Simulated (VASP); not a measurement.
Input of a VASP 6.6.1 run:

INCAR

```
PREC = Accurate
ENCUT = 520
EDIFF = 1E-8
ISMEAR = 0
SIGMA = 0.01
LREAL = False
LASPH = True
NELM = 100
ALGO = Normal
ISIF = 2
LWAVE = False
LCHARG = False
METAGGA = R2SCAN
LMIXTAU = True
LCALCEPS = True
```

KPOINTS

```
regular mesh
0
Gamma
  9 9 6
```

Contents of POSCAR:

```
BN
1.0
    2.5439500161      0.0000000000      0.0000000000
   -1.2719750081      2.2031253399      0.0000000000
    0.0000000000      0.0000000000      4.2078153010
B N
2 2
Direct
    0.3333333333      0.6666666667      0.0002034636
    0.6666666667      0.3333333333      0.5002034636
    0.3333333333      0.6666666667      0.3747965364
    0.6666666667      0.3333333333      0.8747965364
```

Potentials or basis: VASP PAW PBE potentials, release 64 (B, N).

Run with:

```sh
$ cat potpaw_PBE.64/B/POTCAR potpaw_PBE.64/N/POTCAR > POTCAR
$ mpirun -np 1 vasp_std > vasp.out
```

Question: Estimate the electronic dielectric tensor (diagonal).

Answer: 4.44, 4.44, 4.61.

Question: Estimate the Born charges (mean of the diagonal).

Answer: B +1.98; N -1.98 e.

Question: Predict the band gap on the k mesh.

Answer: 5.72 eV (least direct gap 8.97 eV).

Electronic dielectric tensor:
```
4.44 0.00 0.00
0.00 4.44 0.00
0.00 0.00 4.61
```

Caveat: an odd mesh through Γ misses points on the zone boundary, where band edges can lie.
